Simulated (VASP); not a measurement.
A run of VASP 6.6.1 is set up as follows.

INCAR

```
SYSTEM = ScSbTe3
PREC     = Accurate       ! precision mode
ENCUT    = 520            ! plane-wave cutoff, eV
EDIFF    = 1E-6           ! SCF threshold, eV
ISMEAR   = 0              ! smearing method
SIGMA    = 0.1            ! smearing width, eV
LREAL    = .FALSE.        ! projectors in reciprocal space
LASPH    = .TRUE.         ! aspherical terms in the spheres
NELM     = 80             ! most SCF steps
ALGO     = Normal         ! electronic algorithm
ISIF     = 2              ! what is computed and relaxed
LWAVE    = .FALSE.        ! write WAVECAR
LCHARG   = .FALSE.        ! write CHGCAR
GGA      = PE             ! functional
NBANDS   = 25             ! bands
```

KPOINTS

```
regular mesh
0
G
  4 4 4
  0 0 0
```

Contents of POSCAR:

```
ScSbTe3
1.0
    5.5869799400      0.0000000000      0.0000000000
    0.0000000000      5.5869799400      0.0000000000
    0.0000000000      0.0000000000      5.5869799400
Sc Sb Te
1 1 3
Direct
    0.5000000000      0.5000000000      0.5000000000
    0.0000000000      0.0000000000      0.0000000000
    0.0000000000      0.5000000000      0.5000000000
    0.5000000000      0.0000000000      0.5000000000
    0.5000000000      0.5000000000      0.0000000000
```

Potentials or basis: VASP PAW PBE potentials, release 64 (Sc_sv, Sb, Te).

Launch:

```console
$ cat potpaw_PBE.64/Sc_sv/POTCAR potpaw_PBE.64/Sb/POTCAR potpaw_PBE.64/Te/POTCAR > POTCAR
$ mpirun -np 1 vasp_std > vasp.out
```

Question: Estimate the band gap on the k mesh.

Answer: Zero (band 17 reaches 4.91 eV, above the bottom of band 18 at 4.08 eV).

Question: Predict the pressure.

Answer: -1.4 GPa.

Caveat: spin-orbit coupling is left out, which moves the levels of the heavy elements.
